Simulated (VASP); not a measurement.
# Ti (P6_3/mmc) in VASP: single point with LDA

Aim: the single point of Ti with LDA.

Program: VASP 6.6.1. These are calculated values, not measurements. Logs are shortened: lines on timing, memory, paths and dates and some standing lists are left out, and cuts for length are marked.

### Step 1. The cell of the first run

Symmetry: P6_3/mmc, No. 194, hexagonal system. The conventional cell has a = 2.864 Å, b = 2.864 Å, c = 4.535 Å, α = 90.00°, β = 90.00°, γ = 120.00°. Within 3.7 Å of Ti (site symmetry -6m2) lie 12 Ti at 2.81 to 2.86 Å.

### Step 2. Single point, LDA

INCAR reads:

```
SYSTEM = Ti
ALGO     = Fast           ! electronic algorithm
EDIFF    = 1E-6           ! SCF threshold, eV
ENCUT    = 520            ! plane-wave cutoff, eV
GGA      = CA             ! functional
ISIF     = 2              ! what is computed and relaxed
ISMEAR   = 0              ! smearing method
LASPH    = .True.         ! aspherical terms in the spheres
LCHARG   = .False.        ! write CHGCAR
LREAL    = .False.        ! projectors in reciprocal space
LWAVE    = .False.        ! write WAVECAR
NBANDS   = 19             ! bands
NELM     = 100            ! most SCF steps
PREC     = Accurate       ! precision mode
SIGMA    = 0.1            ! smearing width, eV
```

KPOINTS reads:

```
k-points
0
Gamma
  18 18 10
  0 0 0
```

POSCAR reads:

```
Ti
1.0
    2.8641158409      0.0000000000      0.0000000000
   -1.4320579204      2.4803970776      0.0000000000
    0.0000000000      0.0000000000      4.5353749556
Ti
2
Direct
    0.3333333333      0.6666666667      0.2500000000
    0.6666666667      0.3333333333      0.7500000000
```

Potentials or basis: VASP PAW LDA potentials, release 64 (Ti_sv).

Launch:

```sh
$ cat potpaw_LDA.64/Ti_sv/POTCAR > POTCAR
$ mpirun -np 1 vasp_std > vasp.out
```

OUTCAR:

```text
SYSTEM = Ti
   EDIFF = 1E-6
   ENCUT = 520
   GGA = CA
   ISIF = 2
   ISMEAR = 0
   LASPH = .True.
   LREAL = .False.
   NELM = 100
   PREC = Accurate

 ion  position               nearest neighbor table
   1  0.333  0.667  0.250-   2 2.81   2 2.81   2 2.81   2 2.81   2 2.81   2 2.81
   2  0.667  0.333  0.750-   1 2.81   1 2.81   1 2.81   1 2.81   1 2.81   1 2.81

  LATTYP: Found a hexagonal cell.
 ALAT       =     2.8641158409
 C/A-ratio  =     1.5835165920

  Lattice vectors:

 A1 = (   2.8641158409,   0.0000000000,   0.0000000000)
 A2 = (  -1.4320579204,   2.4803970776,   0.0000000000)
 A3 = (   0.0000000000,   0.0000000000,   4.5353749556)

Analysis of symmetry for initial positions (statically):
=====================================================================
 Subroutine PRICEL returns:
 Original cell was already a primitive cell.

 Routine SETGRP: Setting up the symmetry group for a
 hexagonal supercell.

 Subroutine GETGRP returns: Found 24 space group operations
 (whereof 12 operations were pure point group operations)
 out of a pool of 24 trial point group operations.

The static configuration has the point symmetry D_3d.
 The point group associated with its full space group is D_6h.

Analysis of symmetry for dynamics (positions and initial velocities):
=====================================================================
 Subroutine PRICEL returns:
 Original cell was already a primitive cell.

 Routine SETGRP: Setting up the symmetry group for a
 hexagonal supercell.

 Subroutine GETGRP returns: Found 24 space group operations
 (whereof 12 operations were pure point group operations)
 out of a pool of 24 trial point group operations.

The dynamic configuration has the point symmetry D_3d.
 The point group associated with its full space group is D_6h.

 Subroutine INISYM returns: Found 24 space group operations
 (whereof 12 operations are pure point group operations),
 and found     1 'primitive' translations

----------------------------------------------------------------------------------------

                                     Primitive cell

  volume of cell :      32.2200

  direct lattice vectors                    reciprocal lattice vectors
     2.864115841  0.000000000  0.000000000     0.349147889  0.201580628  0.000000000
    -1.432057920  2.480397078  0.000000000     0.000000000  0.403161256  0.000000000
     0.000000000  0.000000000  4.535374956     0.000000000  0.000000000  0.220488936

  length of vectors
     2.864115841  2.864115841  4.535374956     0.403161256  0.403161256  0.220488936

  position of ions in fractional coordinates (direct lattice)
     0.333333333  0.666666667  0.250000000
     0.666666667  0.333333333  0.750000000

  ion indices of the primitive-cell ions
   primitive index   ion index
                 1           1
                 2           2

----------------------------------------------------------------------------------------

 KPOINTS: k-points

Automatic generation of k-mesh.
 Grid dimensions read from file:
 generate k-points for:   18   18   10

 Generating k-lattice:

  Cartesian coordinates                     Fractional coordinates (reciprocal lattice)
     0.019397105  0.011198924  0.000000000     0.055555556 -0.000000000  0.000000000
     0.000000000  0.022397848  0.000000000     0.000000000  0.055555556  0.000000000
     0.000000000  0.000000000  0.022048894     0.000000000  0.000000000  0.100000000

  Length of vectors
     0.022397848  0.022397848  0.022048894

  Shift w.r.t. Gamma in fractional coordinates (k-lattice)
     0.000000000  0.000000000  0.000000000

 Subroutine IBZKPT returns following result:
 ===========================================

 Found    222 irreducible k-points:

 Following reciprocal coordinates:
            Coordinates               Weight
  0.000000  0.000000  0.000000      1.000000
  0.055556  0.000000  0.000000      6.000000
  0.111111  0.000000  0.000000      6.000000
  0.166667  0.000000  0.000000      6.000000
  0.222222 -0.000000  0.000000      6.000000
  0.277778  0.000000  0.000000      6.000000
[... 16 lines left out ...]
  0.333333  0.111111  0.000000     12.000000
  0.388889  0.111111  0.000000     12.000000
 [... further k-points ...]
   k-points           NKPTS =    222   k-points in BZ     NKDIM =    222   number of bands    NBANDS=     19
   number of dos      NEDOS =    301   number of ions     NIONS =      2
   total plane-waves  NPLWV =  20736
   dimension x,y,z NGX =    24 NGY =   24 NGZ =   36
   dimension x,y,z NGXF=    48 NGYF=   48 NGZF=   72
   ions per type =               2
   NGX,Y,Z   is equivalent  to a cutoff of  13.93, 13.93, 13.20 a.u.
   NGXF,Y,Z  is equivalent  to a cutoff of  27.86, 27.86, 26.39 a.u.
 SYSTEM =  Ti
   PREC   = accura    normal or accurate (medium, high low for compatibility)
   ISTART =      0    job   : 0-new  1-cont  2-samecut
   ICHARG =      2    charge: 1-file 2-atom 10-const
   ISPIN  =      1    spin polarized calculation?
   LNONCOLLINEAR =      F non collinear calculations
   LSORBIT =      F    spin-orbit coupling
   LASPH  =      T    aspherical Exc in radial PAW
   ENCUT  =  520.0 eV  38.22 Ry    6.18 a.u.   5.33  5.33  8.43*2*pi/ulx,y,z
   NELM   =    100;   NELMIN=  2; NELMDL= -5     # of ELM steps
   EDIFF  = 0.1E-05   stopping-criterion for ELM
   LREAL  =      F    real-space projection
   EDIFFG = 0.1E-04   stopping-criterion for IOM
   NSW    =      0    number of steps for IOM
   IBRION =     -1    ionic relax: 0-MD 1-quasi-New 2-CG
   NFREE  =      0    steps in history (QN), initial steepest desc. (CG)
   ISIF   =      2    stress and relaxation
   ISYM   =      2    0-nonsym 1-usesym 2-fastsym
   POTIM  = 0.5000    time-step for ionic-motion
   TEBEG  =    0.0;   TEEND  =   0.0 temperature during run
   PSTRESS=    0.0 pullay stress
   NELECT =      24.0000    total number of electrons
   NUPDOWN=      -1.0000    fix difference up-down
   EMIN   =  10.00;   EMAX   =-10.00  energy-range for DOS
   EFERMI =   0.00;   METHOD = LEGACY
   ISMEAR =     0;   SIGMA  =   0.10  broadening in eV -4-tet -1-fermi 0-gaus
   EFERMI_NEDOS =   21; number of points for ismear=-14 and -15
   IALGO  =     68    algorithm
   IMIX   =      4    mixing-type and parameters
     AMIX     =   0.40;   BMIX     =  1.00
     AMIX_MAG =   1.60;   BMIX_MAG =  1.00
  volume/ion in A,a.u.               =      16.11       108.72
  Fermi-wavevector in a.u.,A,eV,Ry     =   1.484010  2.804373 29.963928  2.202287
  Thomas-Fermi vector in A             =   2.597600
   LORBIT       =      0    0 simple, 1 ext, 2 COOP (PROOUT), +10 PAW based schemes
   GGA     = CA    functional components
   LHFCALC =     F    Hartree Fock is set to
   AEXX    =    0.0000 exact exchange contribution
   IVDW    =     0    specifies the selected vdW correction
   LEPSILON=     F    determine dielectric tensor
   LRPA    =     F    only Hartree local field effects (RPA)
 non-spin polarized calculation
 RMM-DIIS sequential band-by-band and
 Gauss-broadening in eV      SIGMA  =   0.10
  energy-cutoff  :      520.00
  volume of cell :       32.22
 maximum number of plane-waves:       884
 NGX is ok and might be reduce to    24
   NGX = 11   NGY = 11   NGZ = 17

 number of electron      24.0000003 magnetization

 Free energy of the ion-electron system (eV)
  ---------------------------------------------------
  ext. energy  EPLUGINS =         0.00000000
  ---------------------------------------------------
  free energy    TOTEN  =       -17.10486420 eV

  energy without entropy =      -17.09501779  energy(sigma->0) =      -17.09994100

 E-fermi :   8.9151     XC(G=0): -12.1494

 val. band max:        8.9132595221   @ k =   0.3889   0.1667   0.3000
 cond. band min:       8.9184604436   @ k =   0.0556   0.0000   0.5000
 fundamental gap:      0.0052009215
 Fermi energy:         8.9150627314

 k-point     1 :       0.0000    0.0000    0.0000
  band No.  band energies     occupation
      1     -47.1414      2.00000
      2     -46.9458      2.00000
      3     -24.2163      2.00000
      4     -23.3837      2.00000
      5     -23.3837      2.00000
      6     -23.2863      2.00000
[... 11 lines left out ...]
     18      10.6199      0.00000
     19      12.3288      0.00000

 k-point     2 :       0.0556    0.0000    0.0000
  band No.  band energies     occupation
      1     -47.1370      2.00000
      2     -46.9441      2.00000
      3     -24.2074      2.00000
      4     -23.4023      2.00000
      5     -23.3899      2.00000
      6     -23.2900      2.00000
[... 11 lines left out ...]
     18      10.5647      0.00000
     19      12.3595      0.00000

 k-point     3 :       0.1111    0.0000    0.0000
  band No.  band energies     occupation
      1     -47.1244      2.00000
      2     -46.9392      2.00000
      3     -24.1811      2.00000
      4     -23.4560      2.00000
      5     -23.4075      2.00000
      6     -23.3283      2.00000
[... 11 lines left out ...]
     18      10.4865      0.00000
     19      12.4365      0.00000

 k-point     4 :       0.1667    0.0000    0.0000
  band No.  band energies     occupation
      1     -47.1045      2.00000
      2     -46.9319      2.00000
      3     -24.1392      2.00000
      4     -23.5387      2.00000
      5     -23.4337      2.00000
      6     -23.4112      2.00000
[... 11 lines left out ...]
     18      10.7701      0.00000
     19      12.5305      0.00000

 k-point     5 :       0.2222   -0.0000    0.0000
  band No.  band energies     occupation
      1     -47.0794      2.00000
      2     -46.9238      2.00000
      3     -24.0842      2.00000
      4     -23.6408      2.00000
      5     -23.5101      2.00000
      6     -23.4649      2.00000
[... 11 lines left out ...]
     18      11.1373      0.00000
     19      12.6193      0.00000
[... 334 lines left out ...]
      2     -46.9141      2.00000
      3     -23.9991      2.00000
      4     -23.7454      2.00000
      5     -23.6651      2.00000
      6     -23.4931      2.00000
[... 11 lines left out ...]
     18      11.9458      0.00000
     19      12.6339      0.00000

 k-point    22 :       0.2778    0.1111    0.0000
  band No.  band energies     occupation
      1     -47.0155      2.00000
      2     -46.9096      2.00000
      3     -23.9321      2.00000
      4     -23.8415      2.00000
      5     -23.7291      2.00000
      6     -23.5399      2.00000
[... 11 lines left out ...]
     18      12.4747      0.00000
     19      12.6693      0.00000

 k-point    23 :       0.3333    0.1111    0.0000
  band No.  band energies     occupation
      1     -46.9913      2.00000
      2     -46.9081      2.00000
      3     -23.9198      2.00000
      4     -23.8670      2.00000
      5     -23.7804      2.00000
      6     -23.5778      2.00000
[... 11 lines left out ...]
     18      12.6930      0.00000
     19      13.0227      0.00000

 k-point    24 :       0.3889    0.1111    0.0000
  band No.  band energies     occupation
      1     -46.9733      2.00000
      2     -46.9092      2.00000
      3     -23.9707      2.00000
      4     -23.8144      2.00000
      5     -23.8139      2.00000
      6     -23.6022      2.00000
[... 11 lines left out ...]
     18      12.7061      0.00000
     19      13.5761      0.00000

 [... further k-points ...]
[... 5 lines left out ...]
  --------------------------------------------------------------------------------------
  -------------------------------------------------------------------------------------
  Total       -0.0416905     -0.0416905     -0.0386990     -0.0000000      0.0000000      0.0000000
  in kB       -2.0731132     -2.0731132     -1.9243581     -0.0000000      0.0000000      0.0000000
  external PRESSURE =      -2.0235282 kB  Pullay stress =       0.0000000 kB

 VOLUME and BASIS-vectors are now :
 -----------------------------------------------------------------------------
  energy-cutoff  :      520.00
  volume of cell :       32.22
      direct lattice vectors                 reciprocal lattice vectors
     2.864115841  0.000000000  0.000000000     0.349147889  0.201580628  0.000000000
    -1.432057920  2.480397078  0.000000000     0.000000000  0.403161256  0.000000000
     0.000000000  0.000000000  4.535374956     0.000000000  0.000000000  0.220488936

 POSITION                                       TOTAL-FORCE (eV/Angst)
 -----------------------------------------------------------------------------------
     -0.00000      1.65360      1.13384        -0.000000      0.000000      0.000000
      1.43206      0.82680      3.40153         0.000000      0.000000      0.000000
 -----------------------------------------------------------------------------------
    total drift:                                0.000000     -0.000000      0.000000

  FREE ENERGIE OF THE ION-ELECTRON SYSTEM (eV)
  ---------------------------------------------------
  free  energy   TOTEN  =       -17.1048642023 eV

  energy  without entropy=      -17.0950177926  energy(sigma->0) =      -17.09994100
```

Wall time 3.9 min (1 thread of Intel Xeon Platinum 8259CL at 2.50GHz (Skylake/Cascade Lake), shared host); peak memory 0.22 GiB.

Results:

- Free energy: -17.1049 eV
- Pressure: -0.2 GPa
- Band gap on the k mesh: zero (band 12 reaches 9.76 eV, above the bottom of band 13 at 8.61 eV)

Levels at points of the mesh, in eV from the Fermi level:
| k point | band 10 | band 11 | band 12 | band 13 | band 14 | band 15 |
| --- | --- | --- | --- | --- | --- | --- |
| (0.00, 0.00, 0.00) | -2.87 | 0.78 | 0.78 | 0.92 | 1.11 | 1.33 |
| (0.50, 0.00, 0.00) | -2.40 | -2.06 | -0.47 | 0.44 | 0.68 | 1.27 |
| (0.00, 0.00, 0.50) | -4.34 | 0.08 | 0.08 | 0.67 | 0.67 | 0.67 |
| (0.50, 0.00, 0.50) | -2.75 | -0.92 | -0.92 | 1.61 | 1.61 | 1.83 |
